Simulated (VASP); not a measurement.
## CdTe: single point with PBE

CdTe:

```
CELL_PARAMETERS angstrom
3.78675 0.00000 0.00000
0.00000 3.78675 0.00000
0.00000 0.00000 3.78675
ATOMIC_POSITIONS crystal
Cd 0.00000 0.00000 0.00000
Te 0.50000 0.50000 0.50000
```

```
Program                : VASP 6.6.1
Task                   : single point
Functional             : PBE
Potentials or basis    : VASP PAW PBE potentials, release 64 (Cd, Te)
Cutoff                 : 500 eV
k mesh                 : 5 × 5 × 5
Occupations            : gaussian, width 0.2 eV
Spin                   : no spin polarisation
Dipole correction      : no
Further INCAR settings : ALGO = Normal; EDIFF = 1e-06; NBANDS = 16
```

```yaml
Pressure: -0.6 GPa
Band_gap_on_the_k_mesh: zero (band 9 reaches 4.97 eV, above the bottom of band 10 at 3.70 eV)
```

Levels at points of the mesh, in eV from the Fermi level:
```
           k point  band 5  band 6  band 7  band 8  band 9  band 10  band 11  band 12  band 13  band 14
(0.00, 0.00, 0.00)   -8.19   -8.19   -1.19   -1.05   -1.05    -1.05     4.86     4.86     9.34     9.34
```

It took 4.4 s on 1 thread of Intel(R) Xeon(R) 6975P-C (Granite Rapids), with other jobs on the host, peak memory 0.15 GiB.

Caveat: spin-orbit coupling is left out, which moves the levels of the heavy elements.
